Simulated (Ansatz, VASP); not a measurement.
# BAs in VASP and in Ansatz

```
CELL_PARAMETERS angstrom
0.00000 2.36594 2.36594
2.36594 0.00000 2.36594
2.36594 2.36594 0.00000
ATOMIC_POSITIONS crystal
B 0.00000 0.00000 0.00000
As 0.25000 0.25000 0.25000
```

Alike in both runs: functional LDA; k mesh 15 × 15 × 15; occupations fermi-dirac, width 0.05 eV; no spin polarisation.

Ansatz relaxed the structure, and its values are those at the end. VASP's run is a single point on that final structure, the one shown.

```csv
,VASP,Ansatz
version,VASP 6.6.1,Ansatz 0.2.0
potentials or method,"VASP PAW LDA potentials, release 64 (B, As)","PAW with Ansatz's default frozen-core files, scalar-relativistic"
plane-wave cutoff (eV),520,420
valence electrons in the cell,8,18
```

|  | VASP | Ansatz | Ansatz less VASP |
| --- | --- | --- | --- |
| pressure (GPa) | 1.0 | 0.0 | -0.96 |

LDA's correlation is that of Perdew and Zunger in VASP and of Perdew and Wang (1992) in Ansatz. VASP's potentials hold 8 valence electrons a cell and Ansatz's 18, so a difference there can come from the potentials and not from the codes.
